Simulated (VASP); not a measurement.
Wanted: the native input for a VASP 6.6.1 run.

* Task: single point
* Functional: PBEsol
* Potentials or basis: VASP PAW PBE potentials, release 64 (In_d, Se)
* Cutoff: 520 eV
* k mesh: 6 × 6 × 5
* Occupations: fermi-dirac, width 0.05 eV
* Spin: no spin polarisation
* Dipole correction: no
* Further INCAR settings: ALGO = Normal; EDIFF = 1e-07; NBANDS = 27

The structure of InSe lies in POSCAR:

```
InSe
1.0
    5.8263928781     -2.0546489550      0.0000000000
    5.8263928781      2.0546489550      0.0000000000
   -1.7232330140      0.0000000000      4.8667748149
In Se
2 2
Direct
    0.8882032500      0.8882032500      0.0468413600
    0.1117967500      0.1117967500      0.9531586400
    0.6609275900      0.6609275900      0.6689556200
    0.3390724100      0.3390724100      0.3310443800
```

The input as run:

INCAR

```
  ALGO = Normal
  EDIFF = 1E-7
  ENCUT = 520
  GGA = PS
  ISIF = 2
  ISMEAR = -1
  LASPH = True
  LCHARG = False
  LREAL = False
  LWAVE = False
  NBANDS = 27
  NELM = 60
  PREC = Accurate
  SIGMA = 0.05
```

KPOINTS

```
k-points
0
Gamma
  6 6 5
```

Potentials or basis: VASP PAW PBE potentials, release 64 (In_d, Se).

Command:

```sh
$ cat potpaw_PBE.64/In_d/POTCAR potpaw_PBE.64/Se/POTCAR > POTCAR
$ mpirun -np 1 vasp_std > vasp.out
```

It gave:

| Item | Value |
| --- | --- |
| Pressure | -1.9 GPa |
| Largest force | 0.160 eV/Å |
| Band gap on the k mesh | 1.25 eV (least direct gap 1.39 eV) |

Caveat: the PAW data sets were made with another functional, which shifts forces and pressure a little; spin-orbit coupling is left out, which moves the levels of the heavy elements; an odd mesh through Γ misses points on the zone boundary, where band edges can lie.

Wall time 110 s on 1 thread of Intel(R) Xeon(R) 6975P-C (Granite Rapids) (shared host), peak memory 0.37 GiB.
